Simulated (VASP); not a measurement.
A run of VASP 6.6.1 is set up as follows.

INCAR

```
SYSTEM = TiAl
PREC = Accurate ; ENCUT = 600
EDIFF = 1E-6 ; ISMEAR = -1
SIGMA = 0.15 ; LREAL = .False.
LASPH = .True. ; NELM = 100
ALGO = Normal ; ISIF = 3
LWAVE = .False. ; LCHARG = .False.
IBRION = 2 ; NSW = 80
EDIFFG = -0.001
```

File KPOINTS:

```
Automatic mesh
0
Gamma
  10 10 10
  0 0 0
```

POSCAR

```
TiAl
1.0
    3.1241258748      0.0000000000      0.0000000000
    0.0000000000      3.1241258748      0.0000000000
    0.0000000000      0.0000000000      3.1241258748
Ti Al
1 1
Direct
    0.0000000000      0.0000000000      0.0000000000
    0.5000000000      0.5000000000      0.5000000000
```

Potentials or basis: VASP PAW LDA potentials, release 64 (Ti_sv, Al).

Launch:

```console
$ cat potpaw_LDA.64/Ti_sv/POTCAR potpaw_LDA.64/Al/POTCAR > POTCAR
$ mpirun -np 1 vasp_std > vasp.out
```

(1) What does it give for the relaxed volume?

(2) Predict the relaxed cell.

(3) What does it give for the space group after relaxing (to 0.05 Å)?

## Answers

(1) 15.33 Å³/atom.

(2) a = 3.130 Å, b = 3.130 Å, c = 3.130 Å, α = 90.00°, β = 90.00°, γ = 90.00°.

(3) Pm-3m (No. 221).
